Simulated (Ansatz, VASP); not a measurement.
# Rb in VASP and in Ansatz

INCAR

```
SYSTEM = Rb
PREC     = Accurate       ! precision mode
ENCUT    = 520            ! plane-wave cutoff, eV
EDIFF    = 1E-8           ! SCF threshold, eV
ISMEAR   = -1             ! smearing method
SIGMA    = 0.05           ! smearing width, eV
LREAL    = .False.        ! projectors in reciprocal space
LASPH    = .True.         ! aspherical terms in the spheres
NELM     = 60             ! most SCF steps
ALGO     = Normal         ! electronic algorithm
ISIF     = 2              ! what is computed and relaxed
LWAVE    = .False.        ! write WAVECAR
LCHARG   = .False.        ! write CHGCAR
GGA      = PS             ! functional
LEFG     = .True.       
NBANDS   = 10             ! bands
```

File KPOINTS:

```
Automatic mesh
0
Gamma
  8 8 8
  0 0 0
```

The input POSCAR:

```
Rb
1.0
   -2.8610335797      2.8610335797      2.8610335797
    2.8610335797     -2.8610335797      2.8610335797
    2.8610335797      2.8610335797     -2.8610335797
Rb
1
Direct
    0.0000000000      0.0000000000      0.0000000000
```

Input for Ansatz:

```yaml
crystal:
  lattice:
    - [-2.8610335797, 2.8610335797, 2.8610335797]
    - [2.8610335797, -2.8610335797, 2.8610335797]
    - [2.8610335797, 2.8610335797, -2.8610335797]
  atoms:
    - { symbol: Rb, position: [0.0, 0.0, 0.0] }
kpoints:
  mp_grid: { grid: [8, 8, 8] }
scf:
  occupations: { method: fermi_dirac, width: 0.05 }
hamiltonian:
  xc: pbesol
  pseudopotentials: { kind: all_electron, datasets: crystal }
output:
  forces: true
  stress: true
  eigenvalues: true
  efg: { contact_densities: true }
```

Change from the starting cell: volume scaled by 1.06, crystal datasets.

Alike in both runs: task electric field gradients; functional PBEsol; k mesh 8 × 8 × 8; occupations fermi-dirac, width 0.05 eV; no spin polarisation.

```csv
,VASP,Ansatz
version,VASP 6.6.1,Ansatz 0.2.0
potentials or method,"VASP PAW PBE potentials, release 64 (Rb_sv), cutoff 520 eV","all-electron PAW with datasets made for the crystal, scalar-relativistic"
```

```tsv
	VASP	Ansatz	Ansatz less VASP
pressure (GPa)	-0.2	-0.2	0.00
```

VASP's potentials were made for PBE, not for PBEsol. Ansatz ran all-electron here, and VASP with PAW potentials.
